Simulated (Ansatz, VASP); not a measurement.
# One calculation of Gd, two programs

INCAR

```
PREC = Accurate
ENCUT = 520
EDIFF = 1E-7
ISMEAR = 0
SIGMA = 0.023
LREAL = False
LASPH = True
NELM = 150
ALGO = Normal
ISIF = 2
LWAVE = False
LCHARG = False
ISPIN = 2
MAGMOM = 7 7
LORBIT = 11
LMAXMIX = 6
GGA = PE
NBANDS = 29
```

Contents of KPOINTS:

```
Automatic mesh
0
Gamma
  8 8 5
```

The input POSCAR:

```
Gd
1.0
    3.6360000000      0.0000000000      0.0000000000
   -1.8180000000      3.1488683682      0.0000000000
    0.0000000000      0.0000000000      5.7826000000
Gd
2
Direct
    0.6666666667      0.3333333333      0.7500000000
    0.3333333333      0.6666666667      0.2500000000
```

Contents of input.yaml:

```yaml
crystal:
  lattice:
    - [3.636, 0.0, 0.0]
    - [-1.818, 3.1488683682, 0.0]
    - [0.0, 0.0, 5.7826]
  atoms:
    - { symbol: Gd, position: [0.6666666667, 0.3333333333, 0.75], spin: 7.0 }
    - { symbol: Gd, position: [0.3333333333, 0.6666666667, 0.25], spin: 7.0 }
kpoints:
  mp_grid: { grid: [8, 8, 5] }
scf:
  occupations: { method: gaussian, width: 0.023 }
hamiltonian:
  xc: pbe
  pseudopotentials: { kind: all_electron, lapw: { basis_error: 0.001 } }
magnetization:
  spin_polarized: true
output:
  forces: true
  stress: true
  eigenvalues: true
```

Alike in both runs: task single point; functional PBE; k mesh 8 × 8 × 5; occupations gaussian, width 0.023 eV; collinear spin.

|  | VASP | Ansatz |
| --- | --- | --- |
| version | VASP 6.6.1 | Ansatz 0.2.0 |
| potentials or method | VASP PAW PBE potentials, release 64 (Gd), cutoff 520 eV | all-electron LAPW, scalar-relativistic |

|  | VASP | Ansatz | Ansatz less VASP |
| --- | --- | --- | --- |
| gap on the k mesh at the Fermi level (eV) | none | none | - |
| pressure (GPa) | 0.5 | 0.6 | +0.07 |
| traceless stress, the component that is largest in VASP (GPa) | 0.24 | 0.25 | +0.011 |
| net moment per atom (μB) | 7.60 | 7.60 | -0.001 |
| size of the moment on the site where the two differ most (μB) | 6.98 | 7.45 | +0.464 |

Site moments also hang on the region over which each program counts them. A gap of «none» marks a metal or a gap that the smearing closes. Ansatz ran all-electron here, and VASP with PAW potentials.

Spin-orbit coupling is off throughout. Noted on Ansatz's run: the open f shell may have settled in a state that isn't the lowest.
